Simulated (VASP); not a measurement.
# Zn (P6_3/mmc) in VASP: further runs

The runs below take Zn through single point, with r2SCAN.

Program: VASP 6.6.1. These are calculated values, not measurements. Logs are shortened: lines on timing, memory, paths and dates and some standing lists are left out, and cuts for length are marked.

## Step 1: The cell of the first run

The structure is hexagonal, space group P6_3/mmc (No. 194). The conventional cell has a = 2.595 Å, b = 2.595 Å, c = 4.991 Å, α = 90.00°, β = 90.00°, γ = 120.00°. Zn (site symmetry -6m2) has 12 Zn at 2.60 to 2.91 Å within 3.4 Å.

## Step 2: Single point, r2SCAN

File POSCAR:

```
Zn
1.0
    2.5953344779      0.0000000000      0.0000000000
   -1.2976672390      2.2476255892      0.0000000000
    0.0000000000      0.0000000000      4.9905328455
Zn
2
Direct
    0.3333333333      0.6666666667      0.2500000000
    0.6666666667      0.3333333333      0.7500000000
```

File INCAR.step1:

```
SYSTEM = Zn
ALGO = Normal ; EDIFF = 1E-4
ENCUT = 520 ; GGA = PE
ISMEAR = 0 ; LASPH = .True.
LCHARG = .False. ; LREAL = .False.
LWAVE = .True. ; NBANDS = 19
NELM = 100 ; PREC = Accurate
SIGMA = 0.1
```

File INCAR.step2:

```
SYSTEM = Zn
ALGO = Normal ; EDIFF = 1E-6
ENCUT = 520 ; ISIF = 2
ISMEAR = 0 ; ISTART = 1
LASPH = .True. ; LCHARG = .True.
LELF = .True. ; LMIXTAU = .True.
LREAL = .False. ; LVHAR = .True.
LWAVE = .False. ; METAGGA = R2SCAN
NBANDS = 19 ; NELM = 100
PREC = Accurate ; SIGMA = 0.1
```

File KPOINTS:

```
k-points
0
Gamma
  18 18 8
  0 0 0
```

Potentials or basis: VASP PAW PBE potentials, release 64 (Zn).

Command:

```
$ cat potpaw_PBE.64/Zn/POTCAR > POTCAR
$ cp INCAR.step1 INCAR
$ mpirun -np 1 vasp_std > vasp.out
$ cp INCAR.step2 INCAR
$ mpirun -np 1 vasp_std > vasp.out
```

OUTCAR:

```text
SYSTEM = Zn
   EDIFF = 1E-6
   ENCUT = 520
   ISIF = 2
   ISMEAR = 0
   ISTART = 1
   LASPH = .True.
   LREAL = .False.
   METAGGA = R2SCAN
   NELM = 100
   PREC = Accurate

 ion  position               nearest neighbor table
   1  0.333  0.667  0.250-   2 2.91   2 2.91   2 2.91   2 2.91   2 2.91   2 2.91
   2  0.667  0.333  0.750-   1 2.91   1 2.91   1 2.91   1 2.91   1 2.91   1 2.91

  LATTYP: Found a hexagonal cell.
 ALAT       =     2.5953344779
 C/A-ratio  =     1.9228861975

  Lattice vectors:

 A1 = (   2.5953344779,   0.0000000000,   0.0000000000)
 A2 = (  -1.2976672390,   2.2476255892,   0.0000000000)
 A3 = (   0.0000000000,   0.0000000000,   4.9905328455)

Analysis of symmetry for initial positions (statically):
=====================================================================
 Subroutine PRICEL returns:
 Original cell was already a primitive cell.

 Routine SETGRP: Setting up the symmetry group for a
 hexagonal supercell.

 Subroutine GETGRP returns: Found 24 space group operations
 (whereof 12 operations were pure point group operations)
 out of a pool of 24 trial point group operations.

The static configuration has the point symmetry D_3d.
 The point group associated with its full space group is D_6h.

Analysis of symmetry for dynamics (positions and initial velocities):
=====================================================================
 Subroutine PRICEL returns:
 Original cell was already a primitive cell.

 Routine SETGRP: Setting up the symmetry group for a
 hexagonal supercell.

 Subroutine GETGRP returns: Found 24 space group operations
 (whereof 12 operations were pure point group operations)
 out of a pool of 24 trial point group operations.

The dynamic configuration has the point symmetry D_3d.
 The point group associated with its full space group is D_6h.

 Subroutine INISYM returns: Found 24 space group operations
 (whereof 12 operations are pure point group operations),
 and found     1 'primitive' translations

----------------------------------------------------------------------------------------

                                     Primitive cell

  volume of cell :      29.1115

  direct lattice vectors                    reciprocal lattice vectors
     2.595334478  0.000000000  0.000000000     0.385306791  0.222456980  0.000000000
    -1.297667239  2.247625589  0.000000000     0.000000000  0.444913959  0.000000000
     0.000000000  0.000000000  4.990532845     0.000000000  0.000000000  0.200379405

  length of vectors
[... 81 lines left out ...]
   NELM   =    100;   NELMIN=  2; NELMDL=  0     # of ELM steps
   EDIFF  = 0.1E-05   stopping-criterion for ELM
   LREAL  =      F    real-space projection
   EDIFFG = 0.1E-04   stopping-criterion for IOM
   NSW    =      0    number of steps for IOM
   IBRION =     -1    ionic relax: 0-MD 1-quasi-New 2-CG
   NFREE  =      0    steps in history (QN), initial steepest desc. (CG)
   ISIF   =      2    stress and relaxation
   ISYM   =      2    0-nonsym 1-usesym 2-fastsym
   POTIM  = 0.5000    time-step for ionic-motion
   TEBEG  =    0.0;   TEEND  =   0.0 temperature during run
   PSTRESS=    0.0 pullay stress
   NELECT =      24.0000    total number of electrons
   NUPDOWN=      -1.0000    fix difference up-down
   EMIN   =  10.00;   EMAX   =-10.00  energy-range for DOS
   EFERMI =   0.00;   METHOD = LEGACY
   ISMEAR =     0;   SIGMA  =   0.10  broadening in eV -4-tet -1-fermi 0-gaus
   EFERMI_NEDOS =   21; number of points for ismear=-14 and -15
   IALGO  =     38    algorithm
   IMIX   =      4    mixing-type and parameters
     AMIX     =   0.40;   BMIX     =  1.00
     AMIX_MAG =   1.60;   BMIX_MAG =  1.00
  volume/ion in A,a.u.               =      14.56        98.23
  Fermi-wavevector in a.u.,A,eV,Ry     =   1.535055  2.900833 32.060670  2.356393
  Thomas-Fermi vector in A             =   2.641897
   LORBIT       =      0    0 simple, 1 ext, 2 COOP (PROOUT), +10 PAW based schemes
   METAGGA = R2SCAN    functional components
   LHFCALC =     F    Hartree Fock is set to
   AEXX    =    0.0000 exact exchange contribution
   IVDW    =     0    specifies the selected vdW correction
   LEPSILON=     F    determine dielectric tensor
   LRPA    =     F    only Hartree local field effects (RPA)
 non-spin polarized calculation
 Gauss-broadening in eV      SIGMA  =   0.10
  energy-cutoff  :      520.00
  volume of cell :       29.11
 maximum number of plane-waves:       800
 NGX is ok and might be reduce to    20
   NGX =  9   NGY =  9   NGZ = 19

 number of electron      24.0000030 magnetization

 Free energy of the ion-electron system (eV)
  ---------------------------------------------------
  ext. energy  EPLUGINS =         0.00000000
  ---------------------------------------------------
  free energy    TOTEN  =       -17.80278475 eV

  energy without entropy =      -17.80064903  energy(sigma->0) =      -17.80171689

 E-fermi :   3.3331     XC(G=0): -12.8787

 val. band max:        3.3264831547   @ k =   0.2778   0.1667   0.0000
 cond. band min:       3.3537703924   @ k =   0.3333   0.1111   0.0000
 fundamental gap:      0.0272872377
 Fermi energy:         3.3330824215

 k-point     1 :       0.0000    0.0000    0.0000
  band No.  band energies     occupation
      1      -7.9424      2.00000
      2      -5.9788      2.00000
      3      -5.1379      2.00000
      4      -4.8349      2.00000
      5      -4.8347      2.00000
      6      -4.7879      2.00000
[... 505 lines left out ...]
      6      -4.6650      2.00000
[... 11 lines left out ...]
     18      17.5129      0.00000
     19      18.9091      0.00000

 [... further k-points ...]

------------------------ aborting loop because EDIFF is reached ----------------------------------------

  FORCE on cell =-STRESS in cart. coord.  units (eV):
  Direction    XX          YY          ZZ          XY          YZ          ZX
  --------------------------------------------------------------------------------------
  -------------------------------------------------------------------------------------
  Total        0.1109988      0.1109988      0.0466191     -0.0000000     -0.0000000      0.0000000
  in kB        6.1089233      6.1089233      2.5657280     -0.0000000     -0.0000000      0.0000000
  external PRESSURE =       4.9278582 kB  Pullay stress =       0.0000000 kB

 VOLUME and BASIS-vectors are now :
 -----------------------------------------------------------------------------
  energy-cutoff  :      520.00
  volume of cell :       29.11
      direct lattice vectors                 reciprocal lattice vectors
     2.595334478  0.000000000  0.000000000     0.385306791  0.222456980  0.000000000
    -1.297667239  2.247625589  0.000000000     0.000000000  0.444913959  0.000000000
     0.000000000  0.000000000  4.990532845     0.000000000  0.000000000  0.200379405

 POSITION                                       TOTAL-FORCE (eV/Angst)
 -----------------------------------------------------------------------------------
     -0.00000      1.49842      1.24763        -0.000000      0.000000      0.000000
      1.29767      0.74921      3.74290         0.000000     -0.000000      0.000000
 -----------------------------------------------------------------------------------
    total drift:                               -0.000000      0.000000      0.000000

  FREE ENERGIE OF THE ION-ELECTRON SYSTEM (eV)
  ---------------------------------------------------
  free  energy   TOTEN  =       -17.8027847497 eV

  energy  without entropy=      -17.8006490287  energy(sigma->0) =      -17.80171689
```

OUTCAR.step1:

```text
SYSTEM = Zn
   EDIFF = 1E-4
   ENCUT = 520
   GGA = PE
   ISMEAR = 0
   LASPH = .True.
   LREAL = .False.
[... 752 lines left out ...]
     -0.00000      1.49842      1.24763        -0.000000     -0.000000      0.000000
      1.29767      0.74921      3.74290         0.000000      0.000000      0.000000
 -----------------------------------------------------------------------------------
    total drift:                               -0.000000      0.000000      0.000000

  FREE ENERGIE OF THE ION-ELECTRON SYSTEM (eV)
  ---------------------------------------------------
  free  energy   TOTEN  =        -2.1987909843 eV

  energy  without entropy=       -2.1969490122  energy(sigma->0) =       -2.19787000
```

OSZICAR.step1:

```text
N       E                     dE             d eps       ncg     rms          rms(c)
DAV:   1     0.112553348746E+03    0.11255E+03   -0.12373E+04  7318   0.203E+03
DAV:   2     0.259008684884E+01   -0.10996E+03   -0.10608E+03  7059   0.295E+02
DAV:   3    -0.240633312747E+01   -0.49964E+01   -0.49761E+01  7833   0.695E+01
DAV:   4    -0.243494962204E+01   -0.28616E-01   -0.28610E-01  7740   0.541E+00
DAV:   5    -0.243498406151E+01   -0.34439E-04   -0.34439E-04  7552   0.170E-01    0.445E+00
DAV:   6    -0.221483870381E+01    0.22015E+00   -0.83496E-01  7801   0.197E+01    0.323E+00
DAV:   7    -0.220392145246E+01    0.10917E-01   -0.28976E-02  8896   0.291E+00    0.165E+00
DAV:   8    -0.219878655488E+01    0.51349E-02   -0.18665E-03  9739   0.683E-01    0.489E-02
DAV:   9    -0.219879098431E+01   -0.44294E-05   -0.23971E-04  6478   0.208E-01
   1 F= -.21987910E+01 E0= -.21978700E+01  d E =-.184197E-02
```

Wall time 2.3 min (1 thread of Intel Xeon 6975P-C (Granite Rapids), shared host); peak memory 0.2 GiB.

What came out:

```
Free energy            : -17.8028 eV
Pressure               : 0.5 GPa
Band gap on the k mesh : zero (bands 12 and 13 overlap by 5.31 eV)
```

Caveat: the PAW data sets were made with another functional, which shifts forces and pressure a little.

## Step 3: Single point, r2SCAN (14.99 Å³/atom)

This run uses another cell than the first one, of 14.99 Å³/atom.

File POSCAR:

```
Zn
1.0
    2.6053965146      0.0000000000      0.0000000000
   -1.3026982573      2.2563395686      0.0000000000
    0.0000000000      0.0000000000      5.1006222339
Zn
2
Direct
    0.3333333333      0.6666666667      0.2500000000
    0.6666666667      0.3333333333      0.7500000000
```

File INCAR.step1:

```
PREC = Accurate ; ENCUT = 520
ISMEAR = 0 ; SIGMA = 0.1
LREAL = False ; LASPH = True
NELM = 80 ; NBANDS = 19
GGA = PE ; ALGO = Normal
EDIFF = 1E-4 ; LWAVE = True
LCHARG = False
```

File INCAR.step2:

```
PREC = Accurate ; ENCUT = 520
EDIFF = 1E-7 ; ISMEAR = 0
SIGMA = 0.1 ; LREAL = False
LASPH = True ; NELM = 80
ALGO = Normal ; ISIF = 2
LWAVE = False ; LCHARG = False
METAGGA = R2SCAN ; LMIXTAU = True
NBANDS = 19 ; ISTART = 1
```

File KPOINTS:

```
regular mesh
0
Gamma
  18 18 8
```

Potentials or basis: VASP PAW PBE potentials, release 64 (Zn).

Command:

```
$ cat potpaw_PBE.64/Zn/POTCAR > POTCAR
$ cp INCAR.step1 INCAR
$ mpirun -np 1 vasp_std > vasp.out
$ cp INCAR.step2 INCAR
$ mpirun -np 1 vasp_std > vasp.out
```

Run time: 2.9 min. Hardware: 1 thread of Intel Xeon 6975P-C (Granite Rapids), shared host; peak memory 0.21 GiB.

Results (log left out):

- Free energy: -17.7994 eV
- Pressure: -1.4 GPa
- Band gap on the k mesh: zero (bands 12 and 13 overlap by 5.53 eV)

Stress tensor (GPa, compression positive):
```
-1.32  0.00  0.00
 0.00 -1.32  0.00
 0.00  0.00 -1.60
```

Levels at points of the mesh, in eV from the Fermi level:
```tsv
k point	band 10	band 11	band 12	band 13	band 14	band 15
(0.00, 0.00, 0.00)	-7.37	-7.37	-3.99	-3.68	12.73	16.65
(0.50, 0.00, 0.00)	-7.11	-2.79	-1.91	2.58	3.91	4.31
(0.00, 0.00, 0.50)	-7.44	-7.44	-7.44	3.93	3.93	21.17
(0.50, 0.00, 0.50)	-7.11	-1.89	-1.89	0.58	0.58	10.25
```

Caveat: the PAW data sets were made with another functional, which shifts forces and pressure a little.

## Step 4: Single point, r2SCAN (15.43 Å³/atom)

This run uses another cell than the first one, of 15.43 Å³/atom.

File POSCAR:

```
Zn
1.0
    2.6165786686      0.0000000000      0.0000000000
   -1.3082893343      2.2660235980      0.0000000000
    0.0000000000      0.0000000000      5.2044143163
Zn
2
Direct
    0.3333333333      0.6666666667      0.2500000000
    0.6666666667      0.3333333333      0.7500000000
```

File INCAR.step1:

```
  PREC = Accurate
  ENCUT = 520
  ISMEAR = 0
  SIGMA = 0.1
  LREAL = False
  LASPH = True
  NELM = 60
  NBANDS = 19
  GGA = PE
  ALGO = Normal
  EDIFF = 1E-4
  LWAVE = True
  LCHARG = False
```

File INCAR.step2:

```
  PREC = Accurate
  ENCUT = 520
  EDIFF = 1E-6
  ISMEAR = 0
  SIGMA = 0.1
  LREAL = False
  LASPH = True
  NELM = 60
  ALGO = Normal
  ISIF = 2
  LWAVE = False
  LCHARG = False
  METAGGA = R2SCAN
  LMIXTAU = True
  NBANDS = 19
  ISTART = 1
```

File KPOINTS:

```
Automatic mesh
0
Gamma
  18 18 8
```

Command:

```
$ cat potpaw_PBE.64/Zn/POTCAR > POTCAR
$ cp INCAR.step1 INCAR
$ mpirun -np 1 vasp_std > vasp.out
$ cp INCAR.step2 INCAR
$ mpirun -np 1 vasp_std > vasp.out
```

It took 2.4 min on 1 thread of Intel Xeon 6975P-C (Granite Rapids), shared host; peak memory 0.21 GiB.

Results (log left out):

```
Free energy            : -17.7852 eV
Pressure               : -3.1 GPa
Band gap on the k mesh : zero (bands 12 and 13 overlap by 5.69 eV)
```

Stress tensor (GPa, compression positive):
```
-2.94  0.00  0.00
 0.00 -2.94  0.00
 0.00  0.00 -3.47
```

Levels at points of the mesh, in eV from the Fermi level:
| k point | band 8 | band 9 | band 10 | band 11 | band 12 | band 13 | band 14 | band 15 | band 16 | band 17 |
| --- | --- | --- | --- | --- | --- | --- | --- | --- | --- | --- |
| (0.00, 0.00, 0.00) | -7.38 | -7.38 | -7.24 | -7.24 | -3.79 | -3.78 | 12.06 | 16.03 | 19.91 | 19.91 |
| (0.50, 0.00, 0.00) | -7.29 | -6.98 | -6.97 | -2.55 | -1.72 | 2.51 | 4.01 | 4.15 | 6.07 | 11.87 |
| (0.00, 0.00, 0.50) | -7.76 | -7.30 | -7.30 | -7.30 | -7.30 | 3.67 | 3.67 | 21.12 | 21.12 | 21.12 |
| (0.50, 0.00, 0.50) | -7.29 | -6.98 | -6.98 | -1.69 | -1.69 | 0.67 | 0.67 | 9.97 | 9.97 | 13.32 |

Caveat: the cell stands under tension; the PAW data sets were made with another functional, which shifts forces and pressure a little.

## Step 5: Overview

```tsv
cell	gap on the mesh (eV)	pressure (GPa)
a = 2.595, b = 2.595, c = 4.991 Å, angles 90.0, 90.0, 120.0°, 2 atoms	none	0.5
a = 2.605, b = 2.605, c = 5.101 Å, angles 90.0, 90.0, 120.0°, 2 atoms	none	-1.4
a = 2.617, b = 2.617, c = 5.204 Å, angles 90.0, 90.0, 120.0°, 2 atoms	none	-3.1
```

Alike in all rows: task single point; level r2SCAN; potentials or basis VASP PAW PBE potentials, release 64 (Zn); no spin polarisation; k mesh 18 × 18 × 8; cutoff (eV) 520; smearing gaussian 0.1 eV.

Caveats: the PAW data sets were made with another functional, which shifts forces and pressure a little; the cell stands under tension (at least some runs).

Total energies depend on the potentials used, so only differences within one code and one set of settings carry meaning.

The gap in the log of VASP goes by the Fermi energy; the results here count the filled bands.